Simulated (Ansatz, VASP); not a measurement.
## Two plane-wave programs on BN

Contents of INCAR:

```
PREC = Accurate
ENCUT = 520
EDIFF = 1E-7
ISMEAR = 0
SIGMA = 0.05
LREAL = False
LASPH = True
NELM = 60
ALGO = Normal
ISIF = 2
LWAVE = False
LCHARG = False
GGA = PE
NBANDS = 16
```

KPOINTS

```
Automatic mesh
0
Gamma
  12 12 6
```

POSCAR

```
BN
1.0
    2.7582547698      0.0000000000      0.0000000000
   -1.3791273849      2.3887187008      0.0000000000
    0.0000000000      0.0000000000      4.3959292000
B N
2 2
Direct
    0.6666666667      0.3333333333      0.9997240000
    0.3333333333      0.6666666667      0.4997240000
    0.6666666667      0.3333333333      0.6252760000
    0.3333333333      0.6666666667      0.1252760000
```

Input for Ansatz:

```yaml
crystal:
  lattice:
    - [2.7582547698, 0.0, 0.0]
    - [-1.3791273849, 2.3887187008, 0.0]
    - [0.0, 0.0, 4.3959292]
  atoms:
    - { symbol: B, position: [0.6666666667, 0.3333333333, 0.999724] }
    - { symbol: B, position: [0.3333333333, 0.6666666667, 0.499724] }
    - { symbol: "N", position: [0.6666666667, 0.3333333333, 0.625276] }
    - { symbol: "N", position: [0.3333333333, 0.6666666667, 0.125276] }
basis:
  ecutwfc: 420
kpoints:
  mp_grid: { grid: [12, 12, 6] }
hamiltonian:
  xc: pbe
scf:
  occupations: { method: gaussian, width: 0.05 }
output:
  forces: true
  stress: true
  eigenvalues: true
  write_density: true
  write_potential: true
  elf: true
  volumetric_format: npy
```

Change from the starting cell: strain +0.080 along x and y, +0.040 along z, atoms carried along.

Alike in both runs: task single point; functional PBE; k mesh 12 × 12 × 6; occupations gaussian, width 0.05 eV; no spin polarisation.

```csv
,VASP,Ansatz
version,VASP 6.6.1,Ansatz 0.2.0
potentials or method,"VASP PAW PBE potentials, release 64 (B, N), cutoff 520 eV","scalar-relativistic, plane waves, PAW"
valence electrons in the cell,16,16
```

```csv
,VASP,Ansatz,Ansatz less VASP
gap on the k mesh at the Fermi level (eV),5.47,5.48,+0.010
least direct gap on the mesh (eV),6.58,6.58,-0.006
pressure (GPa),-49.6,-49.5,+0.15
"traceless stress, the component that is largest in VASP (GPa)",13.76,13.69,-0.066
rms of the force components (eV/Å),0.061,0.063,+0.0019
```

Atom by atom the forces differ by 0.002 eV/Å (rms over components). Both programs put the cell under strong tension, so it lies far from rest at this level.

Noted on VASP's run: the cell as given lies far from equilibrium.
